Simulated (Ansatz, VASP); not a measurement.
One calculation of HfCl4, two programs

INCAR

```
SYSTEM = HfCl4
  PREC = Accurate
  ENCUT = 520
  EDIFF = 1E-6
  ISMEAR = 0
  SIGMA = 0.005
  LREAL = .False.
  LASPH = .True.
  NELM = 80
  ALGO = Normal
  ISIF = 2
  LWAVE = .False.
  LCHARG = .False.
  GGA = PE
  IVDW = 12
  IBRION = 2
  NSW = 100
  EDIFFG = -0.01
  ISYM = 0
```

KPOINTS

```
Automatic mesh
0
Gamma
  1 1 1
  0 0 0
```

Contents of POSCAR:

```
HfCl4
1.0
   14.0000000000      0.0000000000      0.0000000000
    0.0000000000     14.5000000000      0.0000000000
    0.0000000000      0.0000000000     15.0000000000
Hf Cl
1 4
Direct
    0.5006522486      0.4993364090      0.4999566759
    0.5944007832      0.5927311859      0.5880712729
    0.5964134835      0.4068572966      0.4112246415
    0.4036386928      0.5931427034      0.4096385216
    0.4035865165      0.4071174018      0.5903614784
```

Input for Ansatz:

```yaml
crystal:
  lattice:
    - [14.0, 0.0, 0.0]
    - [0.0, 14.5, 0.0]
    - [0.0, 0.0, 15.0]
  atoms:
    - { symbol: Hf, position: [0.5006522486, 0.499336409, 0.4999566759] }
    - { symbol: Cl, position: [0.5944007832, 0.5927311859, 0.5880712729] }
    - { symbol: Cl, position: [0.5964134835, 0.4068572966, 0.4112246415] }
    - { symbol: Cl, position: [0.4036386928, 0.5931427034, 0.4096385216] }
    - { symbol: Cl, position: [0.4035865165, 0.4071174018, 0.5903614784] }
  symmetry: { detect: false }
basis:
  ecutwfc: 420
kpoints:
  mp_grid: { grid: [1, 1, 1] }
hamiltonian:
  xc: pbe
  dispersion: d3bj
scf:
  occupations: { method: gaussian, width: 0.005 }
output:
  forces: true
  eigenvalues: true
relax:
  adjacent_minimum: "off"
  f_tol: 0.01
  max_steps: 120
```

Alike in both runs: task relaxation of the atoms; functional PBE; dispersion D3(BJ); k mesh 1 × 1 × 1; occupations gaussian, width 0.005 eV; no spin polarisation.

|  | VASP | Ansatz |
| --- | --- | --- |
| version | VASP 6.6.1 | Ansatz 0.2.0 |
| potentials or method | VASP PAW PBE potentials, release 64 (Hf_pv, Cl), cutoff 520 eV | scalar-relativistic, plane waves, PAW |
| valence electrons in the cell | 38 | 54 |

|  | VASP | Ansatz | Ansatz less VASP |
| --- | --- | --- | --- |
| gap on the k mesh at the Fermi level, each at its own relaxed structure (eV) | 5.36 | 5.32 | -0.036 |

VASP's potentials hold 38 valence electrons a cell and Ansatz's 54, so a difference there can come from the potentials and not from the codes.

Spin-orbit coupling is off throughout.
